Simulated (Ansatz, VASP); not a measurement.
Zn in VASP and in Ansatz

```
Zn
1.0
    -1.56913    1.56913    1.56913
     1.56913   -1.56913    1.56913
     1.56913    1.56913   -1.56913
Zn
1
Direct
  0.00000 0.00000 0.00000
```

Alike in both runs: task single point; functional PBEsol; k mesh 8 × 8 × 8; occupations gaussian, width 0.1 eV; no spin polarisation.

|  | VASP | Ansatz |
| --- | --- | --- |
| version | VASP 6.6.1 | Ansatz 0.2.0 |
| potentials or method | VASP PAW PBE potentials, release 64 (Zn), cutoff 500 eV | scalar-relativistic, plane waves, PAW |
| valence electrons in the cell | 12 | 12 |

|  | VASP | Ansatz | Ansatz less VASP |
| --- | --- | --- | --- |
| gap on the k mesh at the Fermi level (eV) | none | none | - |
| pressure (GPa) | -5.8 | -6.1 | -0.28 |

VASP's potentials were made for PBE, not for PBEsol. A gap of «none» marks a metal or a gap that the smearing closes.
